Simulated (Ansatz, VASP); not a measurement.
# WC in VASP and in Ansatz

Contents of INCAR:

```
SYSTEM = WC
ALGO = Normal ; EDIFF = 1E-8
ENCUT = 520 ; GGA = PE
ISIF = 2 ; ISMEAR = -1
LASPH = .TRUE. ; LCHARG = .FALSE.
LEFG = .TRUE. ; LREAL = .FALSE.
LWAVE = .FALSE. ; NBANDS = 16
NELM = 60 ; PREC = Accurate
SIGMA = 0.05
```

File KPOINTS:

```
k-points
0
G
  13 13 12
  0 0 0
```

POSCAR

```
WC
1.0
    2.9292211398      0.0000000000      0.0000000000
   -1.4646105699      2.5367799204      0.0000000000
    0.0000000000      0.0000000000      2.8570117227
W C
1 1
Direct
    0.0000000000      0.0000000000      0.0000000000
    0.6666666667      0.3333333333      0.5000000000
```

Input for Ansatz:

```yaml
crystal:
  lattice:
    - [2.9292211398, 0.0, 0.0]
    - [-1.4646105699, 2.5367799204, 0.0]
    - [0.0, 0.0, 2.8570117227]
  atoms:
    - { symbol: W, position: [0.0, 0.0, 0.0] }
    - { symbol: C, position: [0.6666666667, 0.3333333333, 0.5] }
kpoints:
  mp_grid: { grid: [13, 13, 12] }
scf:
  occupations: { method: fermi_dirac, width: 0.05 }
hamiltonian:
  xc: pbe
  pseudopotentials: { kind: paw }
output:
  forces: true
  stress: true
  eigenvalues: true
  efg: { contact_densities: true }
```

Change from the starting cell: volume scaled by 1.03, PAW files.

Alike in both runs: task electric field gradients; functional PBE; k mesh 13 × 13 × 12; occupations fermi-dirac, width 0.05 eV; no spin polarisation.

|  | VASP | Ansatz |
| --- | --- | --- |
| version | VASP 6.6.1 | Ansatz 0.2.0 |
| potentials or method | VASP PAW PBE potentials, release 64 (W_sv, C) | PAW with Ansatz's default frozen-core files, scalar-relativistic |
| plane-wave cutoff (eV) | 520 | 420 |
| valence electrons in the cell | 18 | 18 |

|  | VASP | Ansatz | Ansatz less VASP |
| --- | --- | --- | --- |
| pressure (GPa) | -2.3 | -3.3 | -1.02 |
| traceless stress, the component that is largest in VASP (GPa) | -0.84 | -1.05 | -0.206 |
| size of Vzz on the site where it differs most (V/Å²) | 132.8 | 128.7 | -4.13 |

Spin-orbit coupling is off throughout.
